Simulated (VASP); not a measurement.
# SnB17N18 (a cell with a defect) in VASP: a series of runs, part 3 of 3

VASP 6.6.1. Earlier steps stand in the parts before.

## Step 5: Single point, HSE06

File POSCAR:

```
SnB17N18
1.0
    7.4650312844      0.0000000000      0.0000000000
   -3.7325156422      6.4649067324      0.0000000000
    0.0000000000      0.0000000000      6.4954828762
B N Sn
17 18 1
Direct
    0.0843235803      0.2075206176      0.2340242641
    0.2443837061      0.1217048415      0.7520021576
    0.0839256028      0.5402147730      0.2408795156
    0.2444466579      0.4614054519      0.7502746141
    0.0839716421      0.8744719328      0.2412181046
    0.2451831787      0.7917173447      0.8009064444
    0.4158753330      0.2072096929      0.2117263600
    0.5757440765      0.1201085175      0.7735198510
    0.4158901036      0.5390981942      0.2116466136
    0.4184994167      0.8745127791      0.2465778260
    0.5753615994      0.7938458044      0.7675400968
    0.7526165242      0.2086573829      0.2367273608
    0.9124114969      0.1253367064      0.7641242583
    0.7458833334      0.5382641069      0.2562296023
    0.9167578289      0.4613261964      0.8183547849
    0.7525396161      0.8746763896      0.2347775189
    0.9164697693      0.7937106529      0.8137456419
    0.1342637838      0.2360926800      0.7437837165
    0.1947301803      0.0968558420      0.2314046160
    0.1371344145      0.5688715418      0.8006306934
    0.1945440411      0.4296801373      0.2318264766
    0.1363084799      0.9049582898      0.7984999056
    0.1960999601      0.7639422843      0.2539933165
    0.4570714422      0.2104125183      0.7212478763
    0.5288169216      0.0981279617      0.2398778542
    0.4563915027      0.5854038095      0.7105300991
    0.5222724182      0.4266610191      0.1860670188
    0.4674351610      0.9020453001      0.8030083607
    0.5288436702      0.7623767718      0.2364687233
    0.8016016007      0.2372325527      0.7787077951
    0.8617973666      0.0969914047      0.2412196747
    0.8172363265      0.5780330206      0.8447839087
    0.8641544144      0.4288830216      0.2341912827
    0.8014368681      0.9016314138      0.7724528079
    0.8643723115      0.7670177940      0.2345608730
    0.6368119629      0.4856439589      0.5876838513
```

File INCAR.step1:

```
PREC = Accurate
ENCUT = 520
EDIFF = 1E-5
ISMEAR = -1
SIGMA = 0.01
LREAL = Auto
LASPH = T
NELM = 120
ALGO = Normal
ISIF = 2
LWAVE = T
LCHARG = F
NBANDS = 102
GGA = PE
NELECT = 156.0
GGA_COMPAT = F
ISYM = -1
```

File INCAR.step2:

```
PREC = Accurate
ENCUT = 520
EDIFF = 1E-6
ISMEAR = -1
SIGMA = 0.01
LREAL = Auto
LASPH = T
NELM = 120
ALGO = Normal
ISIF = 2
LWAVE = F
LCHARG = F
GGA = PE
LHFCALC = T
HFSCREEN = 0.2079
PRECFOCK = Fast
NBANDS = 102
ISTART = 1
NELECT = 156.0
GGA_COMPAT = F
ISYM = -1
```

File KPOINTS:

```
explicit points
1
Reciprocal
  0.25000000   0.25000000   0.25000000 1
```

Potentials or basis: VASP PAW PBE potentials, release 64 (B, N, Sn_d).

Launch:

```console
$ cat potpaw_PBE.64/B/POTCAR potpaw_PBE.64/N/POTCAR potpaw_PBE.64/Sn_d/POTCAR > POTCAR
$ cp INCAR.step1 INCAR
$ mpirun -np 1 vasp_std > vasp.out
$ cp INCAR.step2 INCAR
$ mpirun -np 1 vasp_std > vasp.out
```

OUTCAR:

```text
PREC = Accurate
   ENCUT = 520
   EDIFF = 1E-6
   ISMEAR = -1
   LREAL = Auto
   LASPH = T
   NELM = 120
   ISIF = 2
   GGA = PE
   LHFCALC = T
   HFSCREEN = 0.2079
   PRECFOCK = Fast
   ISTART = 1
   NELECT = 156.0
   ISYM = -1

 ion  position               nearest neighbor table
   1  0.084  0.208  0.234-  19 1.43  21 1.44  31 1.44
   2  0.244  0.122  0.752-  24 1.40  22 1.43  18 1.45
   3  0.084  0.540  0.241-  33 1.42  21 1.43  23 1.45
[... 320 lines left out ...]
  -------------------------------------------------------------------------------------
  Total       26.9841671     25.9148328     27.2578933      1.3495643      0.2268553      0.5058270
  in kB      137.9158758    132.4505161    139.3148882      6.8976131      1.1594560      2.5852779
  external PRESSURE =     136.5604267 kB  Pullay stress =       0.0000000 kB

 VOLUME and BASIS-vectors are now :
 -----------------------------------------------------------------------------
  energy-cutoff  :      520.00
  volume of cell :      313.48
      direct lattice vectors                 reciprocal lattice vectors
     7.465031284  0.000000000  0.000000000     0.133957911  0.077340636  0.000000000
    -3.732515642  6.464906732  0.000000000     0.000000000  0.154681273  0.000000000
     0.000000000  0.000000000  6.495482876     0.000000000  0.000000000  0.153953142

 POSITION                                       TOTAL-FORCE (eV/Angst)
 -----------------------------------------------------------------------------------
     -0.14510      1.34160      1.52010        -0.003150      0.008629      0.004456
      1.37007      0.78681      4.88462         0.079128     -0.029694      0.019169
     -1.38985      3.49244      1.56463        -0.016323     -0.029331     -0.028767
      0.10260      2.98294      4.87340         0.018052      0.076058      0.008679
     -2.63713      5.65338      1.56683        -0.039139     -0.008840     -0.038604
     -1.12480      5.11838      5.20227         0.010954      0.012210     -0.023697
[... 28 lines left out ...]
      3.58966      4.95870      1.52359         0.005073      0.096568     -0.012479
      2.94115      3.13964      3.81729        -0.203382     -0.090434      0.535085
 -----------------------------------------------------------------------------------
    total drift:                                0.010335      0.011670      0.000184

  FREE ENERGIE OF THE ION-ELECTRON SYSTEM (eV)
  ---------------------------------------------------
  free  energy   TOTEN  =      -352.3916119433 eV

  energy  without entropy=     -352.3916119433  energy(sigma->0) =     -352.39161194
```

Run time: 7.5 min. Hardware: 1 thread of AMD EPYC 7R43 (Zen 3), shared host; peak memory 0.51 GiB.

What came out:

```
Free energy   : -352.3916 eV
Largest force : 0.580 eV/Å
```

Forces in eV/Å, atoms in the order of the input:
```
B   -0.003  0.009  0.004
B    0.079 -0.030  0.019
B   -0.016 -0.029 -0.029
B    0.018  0.076  0.009
B   -0.039 -0.009 -0.039
B    0.011  0.012 -0.024
B   -0.012  0.071  0.043
B   -0.077 -0.045 -0.012
B    0.051 -0.042  0.034
B    0.008 -0.008 -0.037
B   -0.079 -0.055 -0.009
B    0.009  0.037 -0.023
B    0.002  0.013  0.006
B   -0.040 -0.021  0.043
B    0.008  0.063 -0.011
B    0.034 -0.013 -0.002
B    0.061 -0.034  0.007
N   -0.016 -0.005  0.054
N   -0.005 -0.005 -0.004
N   -0.051 -0.037 -0.028
N   -0.002 -0.008 -0.003
N   -0.036 -0.013 -0.031
N    0.004 -0.001 -0.045
N    0.041  0.133 -0.060
N    0.009  0.009 -0.034
N    0.155 -0.042 -0.034
N   -0.079 -0.040  0.120
N    0.023  0.019 -0.073
N    0.007  0.008 -0.018
N    0.000  0.002  0.019
N    0.011  0.001 -0.017
N    0.041  0.023 -0.358
N    0.085 -0.038 -0.016
N   -0.004 -0.008  0.025
N    0.005  0.097 -0.012
Sn  -0.203 -0.090  0.535
```

Caveat: the cell carries a net charge on a neutralising background, which shifts energy and pressure; the cell is charged against a uniform background, so pressure and absolute levels hang on convention; the PAW data sets were made with another functional, which shifts forces and pressure a little.
